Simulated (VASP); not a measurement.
# GaAs3 (Pm-3m) in VASP: notebook

The runs below take GaAs3 through relaxation of cell and atoms, single point, with PBE.

Program: VASP 6.6.1. These are calculated values, not measurements. Logs are shortened: lines on timing, memory, paths and dates and some standing lists are left out, and cuts for length are marked.

## (1) The cell of the first run

Symmetry: Pm-3m, No. 221, cubic system. The conventional cell has a = 4.687 Å, b = 4.687 Å, c = 4.687 Å, α = 90.00°, β = 90.00°, γ = 90.00°. Within 3.1 Å of Ga (site symmetry m-3m) lie 6 As at 2.34 Å. Within 3.1 Å of As (site symmetry 4/mmm) lie 2 Ga at 2.34 Å.

The cell was generated, and may not be a known phase.

## (2) Relaxation of cell and atoms, PBE

Contents of INCAR:

```
PREC = Accurate
ENCUT = 600
EDIFF = 1E-6
ISMEAR = 0
SIGMA = 0.1
LREAL = F
LASPH = T
NELM = 80
ALGO = Normal
ISIF = 3
LWAVE = F
LCHARG = F
GGA = PE
IBRION = 2
NSW = 90
EDIFFG = -0.04
```

Contents of KPOINTS:

```
Automatic mesh
0
Gamma
  4 4 4
```

Contents of POSCAR:

```
GaAs3
1.0
    4.6870326700      0.0000000000      0.0000000000
    0.0000000000      4.6870326700      0.0000000000
    0.0000000000      0.0000000000      4.6870326700
Ga As
1 3
Direct
    0.5000000000      0.5000000000      0.5000000000
    0.0000000000      0.5000000000      0.5000000000
    0.5000000000      0.0000000000      0.5000000000
    0.5000000000      0.5000000000      0.0000000000
```

Potentials or basis: VASP PAW PBE potentials, release 64 (Ga_d, As).

On the command line:

```console
> cat potpaw_PBE.64/Ga_d/POTCAR potpaw_PBE.64/As/POTCAR > POTCAR
> mpirun -np 1 vasp_std > vasp.out
```

OUTCAR:

```text
PREC = Accurate
   ENCUT = 600
   EDIFF = 1E-6
   ISMEAR = 0
   LREAL = F
   LASPH = T
   NELM = 80
   ISIF = 3
   GGA = PE
   IBRION = 2
   NSW = 90
   EDIFFG = -0.04

 ion  position               nearest neighbor table
   1  0.500  0.500  0.500-   2 2.34   3 2.34   4 2.34   4 2.34   3 2.34   2 2.34
   2  0.000  0.500  0.500-   1 2.34   1 2.34
   3  0.500  0.000  0.500-   1 2.34   1 2.34
   4  0.500  0.500  0.000-   1 2.34   1 2.34

  LATTYP: Found a simple cubic cell.
 ALAT       =     4.6870326700

  Lattice vectors:

 A1 = (   4.6870326700,   0.0000000000,   0.0000000000)
 A2 = (   0.0000000000,   4.6870326700,   0.0000000000)
 A3 = (   0.0000000000,   0.0000000000,   4.6870326700)

Analysis of symmetry for initial positions (statically):
=====================================================================
 Subroutine PRICEL returns:
 Original cell was already a primitive cell.

 Routine SETGRP: Setting up the symmetry group for a
 simple cubic supercell.

 Subroutine GETGRP returns: Found 48 space group operations
 (whereof 48 operations were pure point group operations)
 out of a pool of 48 trial point group operations.

The static configuration has the point symmetry O_h .

Analysis of symmetry for dynamics (positions and initial velocities):
=====================================================================
 Subroutine PRICEL returns:
 Original cell was already a primitive cell.

 Routine SETGRP: Setting up the symmetry group for a
 simple cubic supercell.

 Subroutine GETGRP returns: Found 48 space group operations
 (whereof 48 operations were pure point group operations)
 out of a pool of 48 trial point group operations.

The dynamic configuration has the point symmetry O_h .

 Subroutine INISYM returns: Found 48 space group operations
 (whereof 48 operations are pure point group operations),
 and found     1 'primitive' translations

----------------------------------------------------------------------------------------

                                     Primitive cell

  volume of cell :     102.9660

  direct lattice vectors                    reciprocal lattice vectors
     4.687032670  0.000000000  0.000000000     0.213354604  0.000000000  0.000000000
     0.000000000  4.687032670  0.000000000     0.000000000  0.213354604  0.000000000
     0.000000000  0.000000000  4.687032670     0.000000000  0.000000000  0.213354604

  length of vectors
     4.687032670  4.687032670  4.687032670     0.213354604  0.213354604  0.213354604

  position of ions in fractional coordinates (direct lattice)
     0.500000000  0.500000000  0.500000000
     0.000000000  0.500000000  0.500000000
     0.500000000  0.000000000  0.500000000
     0.500000000  0.500000000  0.000000000

  ion indices of the primitive-cell ions
   primitive index   ion index
                 1           1
                 2           2
                 3           3
                 4           4

----------------------------------------------------------------------------------------

 KPOINTS: Automatic mesh

Automatic generation of k-mesh.
 Grid dimensions read from file:
 generate k-points for:    4    4    4

 Generating k-lattice:

  Cartesian coordinates                     Fractional coordinates (reciprocal lattice)
     0.053338651  0.000000000  0.000000000     0.250000000  0.000000000  0.000000000
     0.000000000  0.053338651  0.000000000     0.000000000  0.250000000  0.000000000
     0.000000000  0.000000000  0.053338651     0.000000000  0.000000000  0.250000000

  Length of vectors
     0.053338651  0.053338651  0.053338651

  Shift w.r.t. Gamma in fractional coordinates (k-lattice)
     0.000000000  0.000000000  0.000000000

 Subroutine IBZKPT returns following result:
 ===========================================

 Found     10 irreducible k-points:

 Following reciprocal coordinates:
            Coordinates               Weight
  0.000000  0.000000  0.000000      1.000000
  0.250000  0.000000  0.000000      6.000000
  0.500000  0.000000  0.000000      3.000000
  0.250000  0.250000  0.000000     12.000000
  0.500000  0.250000  0.000000     12.000000
  0.500000  0.500000  0.000000      3.000000
  0.250000  0.250000  0.250000      8.000000
  0.500000  0.250000  0.250000     12.000000
  0.500000  0.500000  0.250000      6.000000
  0.500000  0.500000  0.500000      1.000000
   k-points           NKPTS =     10   k-points in BZ     NKDIM =     10   number of bands    NBANDS=     18
   number of dos      NEDOS =    301   number of ions     NIONS =      4
   total plane-waves  NPLWV =  64000
   dimension x,y,z NGX =    40 NGY =   40 NGZ =   40
   dimension x,y,z NGXF=    80 NGYF=   80 NGZF=   80
   ions per type =               1   3
   NGX,Y,Z   is equivalent  to a cutoff of  14.19, 14.19, 14.19 a.u.
   NGXF,Y,Z  is equivalent  to a cutoff of  28.38, 28.38, 28.38 a.u.
 SYSTEM =  unknown system
   PREC   = accura    normal or accurate (medium, high low for compatibility)
   ISTART =      0    job   : 0-new  1-cont  2-samecut
   ICHARG =      2    charge: 1-file 2-atom 10-const
   ISPIN  =      1    spin polarized calculation?
   LNONCOLLINEAR =      F non collinear calculations
   LSORBIT =      F    spin-orbit coupling
   LASPH  =      T    aspherical Exc in radial PAW
   ENCUT  =  600.0 eV  44.10 Ry    6.64 a.u.   9.36  9.36  9.36*2*pi/ulx,y,z
   NELM   =     80;   NELMIN=  2; NELMDL= -5     # of ELM steps
   EDIFF  = 0.1E-05   stopping-criterion for ELM
   LREAL  =      F    real-space projection
   EDIFFG = -.4E-01   stopping-criterion for IOM
   NSW    =     90    number of steps for IOM
   IBRION =      2    ionic relax: 0-MD 1-quasi-New 2-CG
   NFREE  =      1    steps in history (QN), initial steepest desc. (CG)
   ISIF   =      3    stress and relaxation
   ISYM   =      2    0-nonsym 1-usesym 2-fastsym
   POTIM  = 0.5000    time-step for ionic-motion
   TEBEG  =    0.0;   TEEND  =   0.0 temperature during run
   PSTRESS=    0.0 pullay stress
   NELECT =      28.0000    total number of electrons
   NUPDOWN=      -1.0000    fix difference up-down
   EMIN   =  10.00;   EMAX   =-10.00  energy-range for DOS
   EFERMI =   0.00;   METHOD = LEGACY
   ISMEAR =     0;   SIGMA  =   0.10  broadening in eV -4-tet -1-fermi 0-gaus
   EFERMI_NEDOS =   21; number of points for ismear=-14 and -15
   IALGO  =     38    algorithm
   IMIX   =      4    mixing-type and parameters
     AMIX     =   0.40;   BMIX     =  1.00
     AMIX_MAG =   1.60;   BMIX_MAG =  1.00
  volume/ion in A,a.u.               =      25.74       173.71
  Fermi-wavevector in a.u.,A,eV,Ry     =   1.060627  2.004295 15.305610  1.124931
  Thomas-Fermi vector in A             =   2.196015
   LORBIT       =      0    0 simple, 1 ext, 2 COOP (PROOUT), +10 PAW based schemes
   GGA     = PE    functional components
   LHFCALC =     F    Hartree Fock is set to
   AEXX    =    0.0000 exact exchange contribution
   IVDW    =     0    specifies the selected vdW correction
   LEPSILON=     F    determine dielectric tensor
   LRPA    =     F    only Hartree local field effects (RPA)
 conjugate gradient relaxation of ions
 non-spin polarized calculation
 Gauss-broadening in eV      SIGMA  =   0.10
  energy-cutoff  :      600.00
  volume of cell :      102.97
 maximum number of plane-waves:      3468
 NGX is ok and might be reduce to    40
   NGX = 19   NGY = 19   NGZ = 19

--------------------------------------- Ionic step        1  -------------------------------------------

 number of electron      27.9999990 magnetization

 Free energy of the ion-electron system (eV)
  ---------------------------------------------------
  ext. energy  EPLUGINS =         0.00000000
  ---------------------------------------------------
  free energy    TOTEN  =       -12.63459527 eV

  energy without entropy =      -12.62068246  energy(sigma->0) =      -12.62763887

------------------------ aborting loop because EDIFF is reached ----------------------------------------

  FORCE on cell =-STRESS in cart. coord.  units (eV):
  Direction    XX          YY          ZZ          XY          YZ          ZX
  --------------------------------------------------------------------------------------
  -------------------------------------------------------------------------------------
  Total        7.3357607      7.3357607      7.3357607     -0.0000000      0.0000000     -0.0000000
  in kB      114.1462896    114.1462896    114.1462896     -0.0000000      0.0000000     -0.0000000
  external PRESSURE =     114.1462896 kB  Pullay stress =       0.0000000 kB

 VOLUME and BASIS-vectors are now :
 -----------------------------------------------------------------------------
  energy-cutoff  :      600.00
  volume of cell :      102.97
      direct lattice vectors                 reciprocal lattice vectors
     4.687032670  0.000000000  0.000000000     0.213354604  0.000000000  0.000000000
     0.000000000  4.687032670  0.000000000     0.000000000  0.213354604  0.000000000
     0.000000000  0.000000000  4.687032670     0.000000000  0.000000000  0.213354604

 POSITION                                       TOTAL-FORCE (eV/Angst)
 -----------------------------------------------------------------------------------
      2.34352      2.34352      2.34352         0.000000      0.000000      0.000000
      0.00000      2.34352      2.34352         0.000000      0.000000      0.000000
      2.34352      0.00000      2.34352         0.000000      0.000000      0.000000
      2.34352      2.34352      0.00000         0.000000      0.000000      0.000000
 -----------------------------------------------------------------------------------
    total drift:                               -0.000000      0.000000     -0.000000

  FREE ENERGIE OF THE ION-ELECTRON SYSTEM (eV)
  ---------------------------------------------------
  free  energy   TOTEN  =       -12.6345952728 eV
[... 17 lines left out ...]
 VOLUME and BASIS-vectors are now :
 -----------------------------------------------------------------------------
  energy-cutoff  :      600.00
  volume of cell :      132.78
      direct lattice vectors                 reciprocal lattice vectors
     5.101713864 -0.000000000 -0.000000000     0.196012561  0.000000000  0.000000000
    -0.000000000  5.101713864 -0.000000000     0.000000000  0.196012561 -0.000000000
    -0.000000000  0.000000000  5.101713864     0.000000000  0.000000000  0.196012561

 POSITION                                       TOTAL-FORCE (eV/Angst)
 -----------------------------------------------------------------------------------
      2.55086      2.55086      2.55086        -0.000000     -0.000000      0.000000
     -0.00000      2.55086      2.55086         0.000000      0.000000      0.000000
      2.55086      0.00000      2.55086         0.000000      0.000000      0.000000
      2.55086      2.55086     -0.00000         0.000000      0.000000      0.000000
 -----------------------------------------------------------------------------------
    total drift:                               -0.000000      0.000000     -0.000000

  FREE ENERGIE OF THE ION-ELECTRON SYSTEM (eV)
  ---------------------------------------------------
  free  energy   TOTEN  =       -13.1901049384 eV

  energy  without entropy=      -13.1685938195  energy(sigma->0) =      -13.17934938

--------------------------------------- Ionic step        3  -------------------------------------------

 number of electron      27.9999993 magnetization

 Free energy of the ion-electron system (eV)
  ---------------------------------------------------
  ext. energy  EPLUGINS =         0.00000000
  ---------------------------------------------------
  free energy    TOTEN  =       -13.26181415 eV

  energy without entropy =      -13.24279779  energy(sigma->0) =      -13.25230597

 E-fermi :   1.6202     XC(G=0):  -8.1396

 val. band max:        1.5156717453   @ k =   0.2500   0.0000   0.0000
 cond. band min:       1.6653543384   @ k =   0.5000   0.2500   0.0000
 fundamental gap:      0.1496825931
 Fermi energy:         1.6201970856

 k-point     1 :       0.0000    0.0000    0.0000
  band No.  band energies     occupation
      1     -13.5253      2.00000
      2     -13.5253      2.00000
      3     -13.3298      2.00000
      4     -13.3298      2.00000
      5     -13.3298      2.00000
      6     -10.9546      2.00000
[... 10 lines left out ...]
     17       2.5096      0.00000
     18       2.5096      0.00000

 k-point     2 :       0.2500    0.0000    0.0000
  band No.  band energies     occupation
      1     -13.5250      2.00000
      2     -13.5063      2.00000
      3     -13.3317      2.00000
      4     -13.3317      2.00000
      5     -13.3298      2.00000
      6     -10.7114      2.00000
[... 10 lines left out ...]
     17       2.3513      0.00000
     18       2.5370      0.00000
[... 179 lines left out ...]
 VOLUME and BASIS-vectors are now :
 -----------------------------------------------------------------------------
  energy-cutoff  :      600.00
  volume of cell :      123.59
      direct lattice vectors                 reciprocal lattice vectors
     4.981191349 -0.000000000 -0.000000000     0.200755187  0.000000000  0.000000000
    -0.000000000  4.981191349 -0.000000000     0.000000000  0.200755187 -0.000000000
    -0.000000000  0.000000000  4.981191349     0.000000000  0.000000000  0.200755187

 POSITION                                       TOTAL-FORCE (eV/Angst)
 -----------------------------------------------------------------------------------
      2.49060      2.49060      2.49060        -0.000000     -0.000000      0.000000
     -0.00000      2.49060      2.49060         0.000000      0.000000      0.000000
      2.49060      0.00000      2.49060         0.000000      0.000000      0.000000
      2.49060      2.49060     -0.00000         0.000000      0.000000      0.000000
 -----------------------------------------------------------------------------------
    total drift:                               -0.000000      0.000000     -0.000000

  FREE ENERGIE OF THE ION-ELECTRON SYSTEM (eV)
  ---------------------------------------------------
  free  energy   TOTEN  =       -13.2618141504 eV

  energy  without entropy=      -13.2427977872  energy(sigma->0) =      -13.25230597

 reached required accuracy - stopping structural energy minimisation
```

Wall time 1.8 min (1 thread of Intel Xeon 8259CL, shared host); peak memory 0.25 GiB.

Results:

| Item | Value |
| --- | --- |
| Free energy | -13.2618 eV |
| Relaxed volume | 30.90 Å³/atom |
| Relaxed cell | a = 4.981 Å, b = 4.981 Å, c = 4.981 Å, α = 90.00°, β = 90.00°, γ = 90.00° |
| Space group after relaxing (to 0.1 Å) | Pm-3m (No. 221) |
| Energy gained by relaxing | 156.8 meV/atom |
| Ionic steps | 3 |
| Pressure after relaxing | 0.1 GPa |
| Band gap on the k mesh | zero (bands 14 and 15 overlap by 1.50 eV) |

The path:
```
step  energy change (eV)  largest force (eV/Å)  pressure (GPa)  volume (Å³)
   1              0.0000                0.0000           11.41       102.97
   2             -0.5555                0.0000           -2.44       132.78
   3             -0.6272                0.0000            0.11       123.59
```

Final structure:
```
CELL_PARAMETERS angstrom
4.98119 0.00000 0.00000
0.00000 4.98119 0.00000
0.00000 0.00000 4.98119
ATOMIC_POSITIONS crystal
Ga 0.50000 0.50000 0.50000
As 0.00000 0.50000 0.50000
As 0.50000 0.00000 0.50000
As 0.50000 0.50000 0.00000
```

Levels at points of the mesh, in eV from the Fermi level:
```csv
k point,band 12,band 13,band 14,band 15,band 16,band 17
"(0.00, 0.00, 0.00)",-1.96,0.40,0.40,0.40,0.89,0.89
"(0.50, 0.00, 0.00)",-1.22,-0.67,-0.67,-0.25,0.73,0.73
"(0.50, 0.50, 0.00)",-0.71,-0.71,-0.57,-0.57,0.87,2.15
"(0.50, 0.50, 0.50)",-2.61,0.93,0.93,2.18,2.18,2.18
```

Caveat: the volume moved by over 15 % at a fixed basis, so the end points are rough.

## (3) Single point, PBE

This run uses another cell than the first one, of 30.84 Å³/atom.

Contents of INCAR:

```
PREC     = Accurate       # precision mode
ENCUT    = 520            # plane-wave cutoff, eV
EDIFF    = 1E-7           # SCF threshold, eV
ISMEAR   = 0              # smearing method
SIGMA    = 0.1            # smearing width, eV
LREAL    = False          # projectors in reciprocal space
LASPH    = True           # aspherical terms in the spheres
NELM     = 80             # most SCF steps
ALGO     = Normal         # electronic algorithm
ISIF     = 2              # what is computed and relaxed
LWAVE    = False          # write WAVECAR
LCHARG   = True           # write CHGCAR
GGA      = PE             # functional
LELF     = True           # ELF
LVHAR    = True         
NBANDS   = 22             # bands
```

Contents of KPOINTS:

```
regular mesh
0
Gamma
  10 10 10
```

Contents of POSCAR:

```
GaAs3
1.0
    4.9782336793      0.0000000000      0.0000000000
    0.0000000000      4.9782336793      0.0000000000
    0.0000000000      0.0000000000      4.9782336793
Ga As
1 3
Direct
    0.5000000000      0.5000000000      0.5000000000
    0.0000000000      0.5000000000      0.5000000000
    0.5000000000      0.0000000000      0.5000000000
    0.5000000000      0.5000000000      0.0000000000
```

Potentials or basis: VASP PAW PBE potentials, release 64 (Ga_d, As).

On the command line:

```console
> cat potpaw_PBE.64/Ga_d/POTCAR potpaw_PBE.64/As/POTCAR > POTCAR
> mpirun -np 1 vasp_std > vasp.out
```

Wall time 4.7 min (1 thread of Intel Xeon 8259CL, shared host); peak memory 0.33 GiB.

Results (log left out):

* Free energy: -13.2147 eV
* Pressure: 0.1 GPa
* Band gap on the k mesh: zero (bands 14 and 15 overlap by 1.51 eV)

Levels at points of the mesh, in eV from the Fermi level:
```
           k point  band 10  band 11  band 12  band 13  band 14  band 15  band 16  band 17  band 18  band 19
(0.00, 0.00, 0.00)    -4.48    -4.48    -2.03     0.32     0.32     0.32     0.82     0.82     0.82     4.74
(0.50, 0.00, 0.00)    -4.11    -4.11    -1.29    -0.75    -0.75    -0.33     0.66     0.66     3.10     4.28
(0.50, 0.50, 0.00)    -3.69    -2.83    -0.78    -0.78    -0.65    -0.65     0.80     2.08     4.33     4.33
(0.50, 0.50, 0.50)    -2.69    -2.69    -2.69     0.86     0.86     2.11     2.11     2.11     3.89     3.89
```

(Part 1 of 2 ends here.)

The gap in the log of VASP goes by the Fermi energy; the results here count the filled bands.